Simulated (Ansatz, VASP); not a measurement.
# Two plane-wave programs on TiSe2

```
Ti Se
1.0
     3.56141    0.00000    0.00000
    -1.78070    3.08427    0.00000
     0.00000    0.00000    6.31209
Ti Se
1 2
Cartesian
  0.0000 0.0000 0.0000
  0.0000 2.0562 1.5174
  1.7807 1.0281 4.7947
```

Alike in both runs: functional r2SCAN; k mesh 15 × 15 × 8; occupations gaussian, width 0.1 eV; no spin polarisation.

Ansatz relaxed the structure, and its values are those at the end. VASP's run is a single point on that final structure, the one shown.

|  | VASP | Ansatz |
| --- | --- | --- |
| version | VASP 6.6.1 | Ansatz 0.2.0 |
| potentials or method | VASP PAW PBE potentials, release 64 (Ti_sv, Se), cutoff 550 eV | scalar-relativistic, plane waves, PAW |
| valence electrons in the cell | 24 | 44 |

Ansatz gave:

* gap on the k mesh at the Fermi level (eV): none
* pressure (GPa): 0.0
* rms of the force components (eV/Å): 0.000

Q: Which values does VASP return?

A: gap on the k mesh at the Fermi level (eV): none; pressure (GPa): 0.2; rms of the force components (eV/Å): 0.008.

VASP's potentials were made for PBE, not for r2SCAN. A gap of «none» marks a metal or a gap that the smearing closes. VASP's potentials hold 24 valence electrons a cell and Ansatz's 44, so a difference there can come from the potentials and not from the codes.
